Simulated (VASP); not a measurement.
# CaB3F4 (Im-3m) in VASP: a series of runs, part 2 of 2

VASP 6.6.1.

### 5 Single point, PBE, collinear spin, ferromagnetic start

Input file INCAR:

```
SYSTEM = CaB3F4
PREC = Accurate
ENCUT = 520
EDIFF = 1E-6
ISMEAR = 0
SIGMA = 0.1
LREAL = .False.
LASPH = .True.
NELM = 150
ALGO = Normal
ISIF = 2
LWAVE = .False.
LCHARG = .False.
ISPIN = 2
MAGMOM = 0 0 0 0 1 1 1 1
LORBIT = 11
GGA = PE
NBANDS = 38
```

Input file KPOINTS:

```
Automatic mesh
0
Gamma
  4 4 4
  0 0 0
```

Input file POSCAR:

```
CaB3F4
1.0
   -2.6758657300      2.6758657300      2.6758657300
    2.6758657300     -2.6758657300      2.6758657300
    2.6758657300      2.6758657300     -2.6758657300
Ca B F
1 3 4
Direct
    0.0000000000      0.0000000000      0.0000000000
    0.5000000000      0.5000000000      0.0000000000
    0.5000000000      0.0000000000      0.5000000000
    0.0000000000      0.5000000000      0.5000000000
    0.5000000000      0.5000000000      0.5000000000
    0.0000000000      0.0000000000      0.5000000000
    0.0000000000      0.5000000000      0.0000000000
    0.5000000000      0.0000000000      0.0000000000
```

Potentials or basis: VASP PAW PBE potentials, release 64 (Ca_sv, B, F).

Started as:

```sh
> cat potpaw_PBE.64/Ca_sv/POTCAR potpaw_PBE.64/B/POTCAR potpaw_PBE.64/F/POTCAR > POTCAR
> mpirun -np 1 vasp_std > vasp.out
```

OUTCAR:

```text
SYSTEM = CaB3F4
   PREC = Accurate
   ENCUT = 520
   EDIFF = 1E-6
   ISMEAR = 0
   LREAL = .False.
   LASPH = .True.
   NELM = 150
   ISIF = 2
   ISPIN = 2
   LORBIT = 11
   GGA = PE

 ion  position               nearest neighbor table
   1  0.000  0.000  0.000-   5 2.32   6 2.32   7 2.32   8 2.32   6 2.32   7 2.32   8 2.32   5 2.32

   2  0.500  0.500  0.000-
   3  0.500  0.000  0.500-
   4  0.000  0.500  0.500-
   5  0.500  0.500  0.500-   1 2.32   1 2.32
   6  0.000  0.000  0.500-   1 2.32   1 2.32
   7  0.000  0.500  0.000-   1 2.32   1 2.32
   8  0.500  0.000  0.000-   1 2.32   1 2.32

  LATTYP: Found a body centered cubic cell.
 ALAT       =     5.3517314600

  Lattice vectors:

 A1 = (  -2.6758657300,   2.6758657300,   2.6758657300)
 A2 = (   2.6758657300,  -2.6758657300,   2.6758657300)
 A3 = (   2.6758657300,   2.6758657300,  -2.6758657300)

Analysis of symmetry for initial positions (statically):
=====================================================================
 Subroutine PRICEL returns:
 Original cell was already a primitive cell.

 Routine SETGRP: Setting up the symmetry group for a
 body centered cubic supercell.

 Subroutine GETGRP returns: Found 48 space group operations
 (whereof 48 operations were pure point group operations)
 out of a pool of 48 trial point group operations.

The static configuration has the point symmetry O_h .

Analysis of symmetry for dynamics (positions and initial velocities):
=====================================================================
 Subroutine PRICEL returns:
 Original cell was already a primitive cell.

 Routine SETGRP: Setting up the symmetry group for a
 body centered cubic supercell.

 Subroutine GETGRP returns: Found 48 space group operations
 (whereof 48 operations were pure point group operations)
 out of a pool of 48 trial point group operations.

The dynamic configuration has the point symmetry O_h .

Analysis of structural, dynamic, and magnetic symmetry:
=====================================================================
 Subroutine PRICEL returns:
 Original cell was already a primitive cell.

 Routine SETGRP: Setting up the symmetry group for a
 body centered cubic supercell.

 Subroutine GETGRP returns: Found 48 space group operations
 (whereof 48 operations were pure point group operations)
 out of a pool of 48 trial point group operations.

The overall configuration has the point symmetry O_h .

 Subroutine INISYM returns: Found 48 space group operations
 (whereof 48 operations are pure point group operations),
 and found     1 'primitive' translations

----------------------------------------------------------------------------------------

                                     Primitive cell

  volume of cell :      76.6395

  direct lattice vectors                    reciprocal lattice vectors
    -2.675865730  2.675865730  2.675865730     0.000000000  0.186855414  0.186855414
     2.675865730 -2.675865730  2.675865730     0.186855414  0.000000000  0.186855414
     2.675865730  2.675865730 -2.675865730     0.186855414  0.186855414  0.000000000

  length of vectors
     4.634735399  4.634735399  4.634735399     0.264253461  0.264253461  0.264253461

  position of ions in fractional coordinates (direct lattice)
     0.000000000  0.000000000  0.000000000
     0.500000000  0.500000000  0.000000000
     0.500000000  0.000000000  0.500000000
     0.000000000  0.500000000  0.500000000
[... 87 lines left out ...]
   IALGO  =     38    algorithm
   IMIX   =      4    mixing-type and parameters
     AMIX     =   0.40;   BMIX     =  1.00
     AMIX_MAG =   1.60;   BMIX_MAG =  1.00
  volume/ion in A,a.u.               =       9.58        64.65
  Fermi-wavevector in a.u.,A,eV,Ry     =   1.390880  2.628383 26.321129  1.934548
  Thomas-Fermi vector in A             =   2.514773
   LORBIT       =     11    0 simple, 1 ext, 2 COOP (PROOUT), +10 PAW based schemes
   GGA     = PE    functional components
   LHFCALC =     F    Hartree Fock is set to
   AEXX    =    0.0000 exact exchange contribution
   IVDW    =     0    specifies the selected vdW correction
   LEPSILON=     F    determine dielectric tensor
   LRPA    =     F    only Hartree local field effects (RPA)
 spin polarized calculation
 Gauss-broadening in eV      SIGMA  =   0.10
  energy-cutoff  :      520.00
  volume of cell :       76.64
 maximum number of plane-waves:      2112
 NGX is ok and might be reduce to    36
   NGX = 17   NGY = 17   NGZ = 17

 number of electron      46.9999966 magnetization      -0.1114260

 number of electron      46.9999969 magnetization       0.0845911

 Free energy of the ion-electron system (eV)
  ---------------------------------------------------
  ext. energy  EPLUGINS =         0.00000000
  ---------------------------------------------------
  free energy    TOTEN  =       -29.11679460 eV

  energy without entropy =      -29.09526573  energy(sigma->0) =      -29.10603017

 E-fermi :   5.5119     XC(G=0): -11.2749

 val. band max:        5.5049320519   @ k =   0.5000   0.5000   0.2500
 cond. band min:       5.5458483895   @ k =   0.5000   0.5000   0.2500
 fundamental gap:      0.0409163376
 Fermi energy:         5.5118553477

 spin component 1

 k-point     1 :       0.0000    0.0000    0.0000
  band No.  band energies     occupation
      1     -35.2499      1.00000
      2     -20.1295      1.00000
      3     -19.3551      1.00000
      4     -19.3551      1.00000
      5     -19.3551      1.00000
      6     -16.4694      1.00000
[... 293 lines left out ...]
     34      10.6659      0.00000
     35      12.1638      0.00000
 Fermi energy:         5.5118553477

 spin component 2

 k-point     1 :       0.0000    0.0000    0.0000
  band No.  band energies     occupation
      1     -35.2440      1.00000
      2     -20.1283      1.00000
      3     -19.3551      1.00000
      4     -19.3551      1.00000
      5     -19.3551      1.00000
      6     -16.4626      1.00000
[... 293 lines left out ...]
     34      10.6838      0.00000
     35      12.1680      0.00000
 [bands above 35 left out]

------------------------ aborting loop because EDIFF is reached ----------------------------------------

  FORCE on cell =-STRESS in cart. coord.  units (eV):
  Direction    XX          YY          ZZ          XY          YZ          ZX
  --------------------------------------------------------------------------------------
  -------------------------------------------------------------------------------------
  Total       11.7759560     11.7759560     11.7759560      0.0000000      0.0000000     -0.0000000
  in kB      246.1805932    246.1805932    246.1805932      0.0000000      0.0000000     -0.0000000
  external PRESSURE =     246.1805932 kB  Pullay stress =       0.0000000 kB

 VOLUME and BASIS-vectors are now :
 -----------------------------------------------------------------------------
  energy-cutoff  :      520.00
  volume of cell :       76.64
      direct lattice vectors                 reciprocal lattice vectors
    -2.675865730  2.675865730  2.675865730     0.000000000  0.186855414  0.186855414
     2.675865730 -2.675865730  2.675865730     0.186855414  0.000000000  0.186855414
     2.675865730  2.675865730 -2.675865730     0.186855414  0.186855414  0.000000000

 POSITION                                       TOTAL-FORCE (eV/Angst)
 -----------------------------------------------------------------------------------
      0.00000      0.00000      0.00000         0.000000     -0.000000      0.000000
      0.00000      0.00000      2.67587         0.000000     -0.000000      0.000000
      0.00000      2.67587      0.00000         0.000000     -0.000000      0.000000
      2.67587      0.00000      0.00000        -0.000000     -0.000000      0.000000
      1.33793      1.33793      1.33793        -0.000000      0.000000     -0.000000
      1.33793      1.33793     -1.33793        -0.000000     -0.000000     -0.000000
      1.33793     -1.33793      1.33793         0.000000      0.000000     -0.000000
     -1.33793      1.33793      1.33793         0.000000     -0.000000     -0.000000
 -----------------------------------------------------------------------------------
    total drift:                               -0.000000     -0.000000      0.000000

  FREE ENERGIE OF THE ION-ELECTRON SYSTEM (eV)
  ---------------------------------------------------
  free  energy   TOTEN  =       -29.1167946002 eV

  energy  without entropy=      -29.0952657343  energy(sigma->0) =      -29.10603017

 total charge

# of ion       s       p       d       tot
------------------------------------------
    1        2.033   5.889   0.322   8.244
    2        1.012   0.378   0.000   1.389
    3        1.012   0.378   0.000   1.389
    4        1.012   0.378   0.000   1.389
    5        1.761   4.296   0.000   6.057
    6        1.761   4.296   0.000   6.057
    7        1.761   4.296   0.000   6.057
    8        1.761   4.296   0.000   6.057
--------------------------------------------------
tot         12.113  24.205   0.322  36.640

 magnetization (x)

# of ion       s       p       d       tot
------------------------------------------
    1        0.000   0.001   0.006   0.007
    2        0.002   0.012   0.000   0.013
    3        0.002   0.012   0.000   0.013
    4        0.002   0.012   0.000   0.013
    5        0.000  -0.001   0.000  -0.000
    6        0.000  -0.001   0.000  -0.000
    7        0.000  -0.001   0.000  -0.000
    8        0.000  -0.001   0.000  -0.000
--------------------------------------------------
tot          0.007   0.033   0.006   0.046
```

Run time: 74 s. Hardware: 1 thread of AMD EPYC 7R13 (Zen 3), shared host; peak memory 0.22 GiB.

What came out:

* Free energy: -29.1168 eV
* Pressure: 24.6 GPa
* Net moment: 0.08 μB per cell
* Valence electrons inside the program's atomic spheres: Ca 8.24; B 1.39; F 6.06

Caveat: the k points lie up to 0.42 Å⁻¹ apart.

### 6 Summary

| task | spin | cell | cutoff (eV) | gap on the mesh (eV) | pressure (GPa) |
| --- | --- | --- | --- | --- | --- |
| single point | off | a = 4.635 Å, angles 109.5°, 8 atoms | 520 | none | 24.6 |
| single point | off | a = 5.009 Å, angles 109.5°, 8 atoms | 520 | none | -0.1 |
| relaxation of cell and atoms | off | relaxed from a = 4.635 Å, angles 109.5°, 8 atoms | 600 | none | -0.3 |
| single point | collinear, ferromagnetic start | a = 4.635 Å, angles 109.5°, 8 atoms | 520 | none | 24.6 |

Alike in all rows: level PBE; potentials or basis VASP PAW PBE potentials, release 64 (Ca_sv, B, F); k mesh 4 × 4 × 4; smearing gaussian 0.1 eV.

Caveats: all runs use coarse meshes; an odd number of electrons without spin polarisation forces a metal (some runs); a magnetic or distorted state may lie lower (some runs).

Total energies depend on the potentials used, so only differences within one code and one set of settings carry meaning.
